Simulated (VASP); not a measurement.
Wanted: the native input for a VASP 6.6.1 run.

```
Task                   : single point
Functional             : PBE
Potentials or basis    : VASP PAW PBE potentials, release 64 (Li_sv, Se)
Cutoff                 : 750 eV
k mesh                 : 6 × 6 × 6
Occupations            : gaussian, width 0.01 eV
Spin                   : no spin polarisation
Dipole correction      : no
Further INCAR settings : ALGO = Normal; EDIFF = 1e-06; NBANDS = 13
```

The structure of Li2Se lies in POSCAR:

```
Li2Se
1.0
    0.0000000000      3.0322296562      3.0322296562
    3.0322296562      0.0000000000      3.0322296562
    3.0322296562      3.0322296562      0.0000000000
Li Se
2 1
Direct
    0.2500000000      0.2500000000      0.2500000000
    0.7500000000      0.7500000000      0.7500000000
    0.0000000000      0.0000000000      0.0000000000
```

These files were run (other wordings do the same):

INCAR

```
PREC     = Accurate       # precision mode
ENCUT    = 750            # plane-wave cutoff, eV
EDIFF    = 1E-6           # SCF threshold, eV
ISMEAR   = 0              # smearing method
SIGMA    = 0.01           # smearing width, eV
LREAL    = F              # projectors in reciprocal space
LASPH    = T              # aspherical terms in the spheres
NELM     = 120            # most SCF steps
ALGO     = Normal         # electronic algorithm
ISIF     = 2              # what is computed and relaxed
LWAVE    = F              # write WAVECAR
LCHARG   = F              # write CHGCAR
GGA      = PE             # functional
NBANDS   = 13             # bands
GGA_COMPAT= F
```

KPOINTS

```
Automatic mesh
0
Gamma
  6 6 6
```

Potentials or basis: VASP PAW PBE potentials, release 64 (Li_sv, Se).

The run is started by

```console
$ cat potpaw_PBE.64/Li_sv/POTCAR potpaw_PBE.64/Se/POTCAR > POTCAR
$ mpirun -np 1 vasp_std > vasp.out
```

It gave:

- Pressure: -1.0 GPa
- Band gap on the k mesh: 3.00 eV (least direct gap 3.26 eV)

It took 11 s on 1 thread of Intel(R) Xeon(R) 6975P-C (Granite Rapids), with other jobs on the host, peak memory 0.24 GiB.
